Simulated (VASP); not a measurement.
# LiCl (F-43m) in VASP: further runs, part 2 of 2

VASP 6.6.1. Earlier steps stand in the parts before.

## Step 3: Relaxation of cell and atoms, PBEsol

This run uses another cell than the first one, of 16.43 Å³/atom, 0.817 times its volume.

Input file INCAR:

```
SYSTEM = LiCl
ALGO = Normal
EDIFF = 1E-6
EDIFFG = -0.01
ENCUT = 600
GGA = PS
IBRION = 2
ISIF = 3
ISMEAR = -1
LASPH = .TRUE.
LCHARG = .FALSE.
LREAL = .FALSE.
LWAVE = .FALSE.
NELM = 60
NSW = 100
PREC = Accurate
SIGMA = 0.03
```

Input file KPOINTS:

```
k-points
0
G
  8 8 8
  0 0 0
```

Input file POSCAR:

```
LiCl
1.0
    0.0000000000      2.5421223400      2.5421223400
    2.5421223400      0.0000000000      2.5421223400
    2.5421223400      2.5421223400      0.0000000000
Li Cl
1 1
Direct
    0.0000000000      0.0000000000      0.0000000000
    0.2500000000      0.2500000000      0.2500000000
```

Potentials or basis: VASP PAW PBE potentials, release 64 (Li_sv, Cl).

The run is started by

```console
cat potpaw_PBE.64/Li_sv/POTCAR potpaw_PBE.64/Cl/POTCAR > POTCAR
mpirun -np 1 vasp_std > vasp.out
```

OUTCAR:

```text
SYSTEM = LiCl
   EDIFF = 1E-6
   EDIFFG = -0.01
   ENCUT = 600
   GGA = PS
   IBRION = 2
   ISIF = 3
   ISMEAR = -1
   LASPH = .TRUE.
   LREAL = .FALSE.
   NELM = 60
   NSW = 100
   PREC = Accurate

 ion  position               nearest neighbor table
   1  0.000  0.000  0.000-   2 2.20   2 2.20   2 2.20   2 2.20
   2  0.250  0.250  0.250-   1 2.20   1 2.20   1 2.20   1 2.20

  LATTYP: Found a face centered cubic cell.
 ALAT       =     5.0842446800

  Lattice vectors:

 A1 = (   0.0000000000,   2.5421223400,   2.5421223400)
 A2 = (   2.5421223400,   0.0000000000,   2.5421223400)
 A3 = (   2.5421223400,   2.5421223400,   0.0000000000)

Analysis of symmetry for initial positions (statically):
=====================================================================
 Subroutine PRICEL returns:
 Original cell was already a primitive cell.

 Routine SETGRP: Setting up the symmetry group for a
 face centered cubic supercell.

 Subroutine GETGRP returns: Found 24 space group operations
 (whereof 24 operations were pure point group operations)
 out of a pool of 48 trial point group operations.

The static configuration has the point symmetry T_d .

Analysis of symmetry for dynamics (positions and initial velocities):
=====================================================================
 Subroutine PRICEL returns:
 Original cell was already a primitive cell.

 Routine SETGRP: Setting up the symmetry group for a
 face centered cubic supercell.

 Subroutine GETGRP returns: Found 24 space group operations
 (whereof 24 operations were pure point group operations)
 out of a pool of 48 trial point group operations.

The dynamic configuration has the point symmetry T_d .

 Subroutine INISYM returns: Found 24 space group operations
 (whereof 24 operations are pure point group operations),
 and found     1 'primitive' translations

----------------------------------------------------------------------------------------

                                     Primitive cell

  volume of cell :      32.8564

[... 81 lines left out ...]
   ICHARG =      2    charge: 1-file 2-atom 10-const
   ISPIN  =      1    spin polarized calculation?
   LNONCOLLINEAR =      F non collinear calculations
   LSORBIT =      F    spin-orbit coupling
   LASPH  =      T    aspherical Exc in radial PAW
   ENCUT  =  600.0 eV  44.10 Ry    6.64 a.u.   7.18  7.18  7.18*2*pi/ulx,y,z
   NELM   =     60;   NELMIN=  2; NELMDL= -5     # of ELM steps
   EDIFF  = 0.1E-05   stopping-criterion for ELM
   LREAL  =      F    real-space projection
   EDIFFG = -.1E-01   stopping-criterion for IOM
   NSW    =    100    number of steps for IOM
   IBRION =      2    ionic relax: 0-MD 1-quasi-New 2-CG
   NFREE  =      1    steps in history (QN), initial steepest desc. (CG)
   ISIF   =      3    stress and relaxation
   ISYM   =      2    0-nonsym 1-usesym 2-fastsym
   POTIM  = 0.5000    time-step for ionic-motion
   TEBEG  =    0.0;   TEEND  =   0.0 temperature during run
   PSTRESS=    0.0 pullay stress
   NELECT =      10.0000    total number of electrons
   NUPDOWN=      -1.0000    fix difference up-down
   EMIN   =  10.00;   EMAX   =-10.00  energy-range for DOS
   EFERMI =   0.00;   METHOD = LEGACY
   ISMEAR =    -1;   SIGMA  =   0.03  broadening in eV -4-tet -1-fermi 0-gaus
   EFERMI_NEDOS =   21; number of points for ismear=-14 and -15
   IALGO  =     38    algorithm
   IMIX   =      4    mixing-type and parameters
     AMIX     =   0.40;   BMIX     =  1.00
     AMIX_MAG =   1.60;   BMIX_MAG =  1.00
  volume/ion in A,a.u.               =      16.43       110.86
  Fermi-wavevector in a.u.,A,eV,Ry     =   1.101206  2.080977 16.499154  1.212654
  Thomas-Fermi vector in A             =   2.237629
   LORBIT       =      0    0 simple, 1 ext, 2 COOP (PROOUT), +10 PAW based schemes
   GGA     = PS    functional components
   LHFCALC =     F    Hartree Fock is set to
   AEXX    =    0.0000 exact exchange contribution
   IVDW    =     0    specifies the selected vdW correction
   LEPSILON=     F    determine dielectric tensor
   LRPA    =     F    only Hartree local field effects (RPA)
 conjugate gradient relaxation of ions
 non-spin polarized calculation
  energy-cutoff  :      600.00
  volume of cell :       32.86
 maximum number of plane-waves:      1108
 NGX is ok and might be reduce to    30
   NGX = 15   NGY = 15   NGZ = 15

--------------------------------------- Ionic step        1  -------------------------------------------

 number of electron      10.0000000 magnetization

 number of electron       9.9999997 magnetization

 Free energy of the ion-electron system (eV)
  ---------------------------------------------------
  ext. energy  EPLUGINS =         0.00000000
  ---------------------------------------------------
  free energy    TOTEN  =        -7.43668997 eV

  energy without entropy =       -7.43668997  energy(sigma->0) =       -7.43668997

 E-fermi :   0.9681     XC(G=0):  -8.8397

 val. band max:        0.2715688817   @ k =   0.0000   0.0000   0.0000
 cond. band min:       6.4692730658   @ k =   0.5000   0.5000   0.0000
 fundamental gap:      6.1977041841
 Fermi energy:         0.9680840248
[... 692 lines left out ...]
--------------------------------------- Ionic step        4  -------------------------------------------

 number of electron       9.9999998 magnetization

 Free energy of the ion-electron system (eV)
  ---------------------------------------------------
  ext. energy  EPLUGINS =         0.00000000
  ---------------------------------------------------
  free energy    TOTEN  =        -7.59403928 eV

  energy without entropy =       -7.59403928  energy(sigma->0) =       -7.59403928

 E-fermi :  -0.3774     XC(G=0):  -7.9783

 val. band max:       -1.0866007290   @ k =   0.0000   0.0000   0.0000
 cond. band min:       4.8079421817   @ k =   0.0000   0.0000   0.0000
 fundamental gap:      5.8945429107
 Fermi energy:        -0.3774114080
[... 317 lines left out ...]
  FREE ENERGIE OF THE ION-ELECTRON SYSTEM (eV)
  ---------------------------------------------------
  free  energy   TOTEN  =        -7.5940392819 eV

  energy  without entropy=       -7.5940392819  energy(sigma->0) =       -7.59403928

 reached required accuracy - stopping structural energy minimisation
```

OSZICAR:

```text
N       E                     dE             d eps       ncg     rms          rms(c)
DAV:   1     0.492145684432E+02    0.49215E+02   -0.44765E+03   522   0.112E+03
DAV:   2    -0.494884081002E+01   -0.54163E+02   -0.52404E+02   662   0.176E+02
DAV:   3    -0.750157626882E+01   -0.25527E+01   -0.25490E+01   702   0.454E+01
[... 30 lines left out ...]
DAV:   2    -0.759553899162E+01    0.12105E-01   -0.36024E-02   641   0.127E+00    0.260E-01
DAV:   3    -0.759412194855E+01    0.14170E-02   -0.57248E-03   570   0.477E-01    0.163E-01
DAV:   4    -0.759404296626E+01    0.78982E-04   -0.15327E-04   918   0.101E-01    0.296E-02
DAV:   5    -0.759403935597E+01    0.36103E-05   -0.17018E-05   784   0.328E-02    0.874E-03
DAV:   6    -0.759403928195E+01    0.74020E-07   -0.70286E-07   487   0.899E-03
   4 F= -.75940393E+01 E0= -.75940393E+01  d E =-.157349E+00
```

CONTCAR:

```text
LiCl
   1.00000000000000
     0.0000000000000000    2.7182675089969295    2.7182675089969290
     2.7182675089969295   -0.0000000000000000    2.7182675089969290
     2.7182675089969295    2.7182675089969295   -0.0000000000000000
  Li              Cl
     1     1
Direct
     0.0000000000000000    1.0000000000000000    0.0000000000000000
     0.2500000000000000    0.2500000000000000    0.2500000000000000

  0.00000000E+00  0.00000000E+00  0.00000000E+00
  0.00000000E+00  0.00000000E+00  0.00000000E+00
```

Run time: 32 s. Hardware: 1 thread of Intel Xeon 6975P-C, shared host; peak memory 0.16 GiB.

What came out:

```
Free energy                            : -7.5940 eV
Relaxed volume                         : 20.09 Å³/atom
Relaxed cell                           : a = 3.844 Å, b = 3.844 Å, c = 3.844 Å, α = 60.00°, β = 60.00°, γ = 60.00°
Space group after relaxing (to 0.05 Å) : F-43m (No. 216)
Energy gained by relaxing              : 78.7 meV/atom
Ionic steps                            : 4
Pressure after relaxing                : 0.0 GPa
Band gap on the k mesh                 : 5.89 eV, direct
```

The path:
| step | energy change (eV) | largest force (eV/Å) | pressure (GPa) | volume (Å³) |
| --- | --- | --- | --- | --- |
| 1 | 0.0000 | 0.0000 | 8.15 | 32.86 |
| 2 | -0.1325 | 0.0000 | 2.64 | 36.99 |
| 3 | -0.1563 | 0.0000 | 0.50 | 39.52 |
| 4 | -0.1573 | 0.0000 | 0.03 | 40.17 |

Final structure:
```xyz
2
Lattice="0.0000 2.7183 2.7183 2.7183 0.0000 2.7183 2.7183 2.7183 0.0000" Properties=species:S:1:pos:R:3 pbc="T T T"
Li    2.7183    0.0000    2.7183
Cl    1.3591    1.3591    1.3591
```

Caveat: the cutoff is under 1.25 times the usual one of these potentials, so pressure, stress and relaxed cells hold a basis-set (Pulay) error; the volume moved by over 15 % at a fixed basis, so the end points are rough; the PAW data sets were made with another functional, which shifts forces and pressure a little. A hybrid or GW would open this gap; PBEsol tends to underestimate it.
